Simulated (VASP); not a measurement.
Crystal: NaCl.

```
Na Cl
1.0
     0.00000    2.80273    2.80273
     2.80273    0.00000    2.80273
     2.80273    2.80273    0.00000
Na Cl
1 1
Direct
  0.00000 0.00000 0.00000
  0.50000 0.50000 0.50000
```

Base run:

| Quantity | Value |
| --- | --- |
| Program | VASP 6.6.1 |
| Functional | PBE |
| Potentials or basis | VASP PAW PBE potentials, release 64 (Na_pv, Cl) |
| Cutoff | 520 eV |
| k mesh | 6 × 6 × 6 |
| Occupations | gaussian, width 0.01 eV |
| Spin | no spin polarisation |

Its results: band gap on the k mesh 5.18 eV, direct; pressure 1.2 GPa.

**Question.** The run is repeated on the same cell with these changes: functional from PBE to HSE06. What comes out?

**Answer.** Band gap on the k mesh 6.55 eV, direct; pressure 0.7 GPa.

HSE06 gives the wider gap, since exact exchange removes part of the self-interaction.

Caveats: the PAW data sets were made with another functional, which shifts forces and pressure a little (some runs).

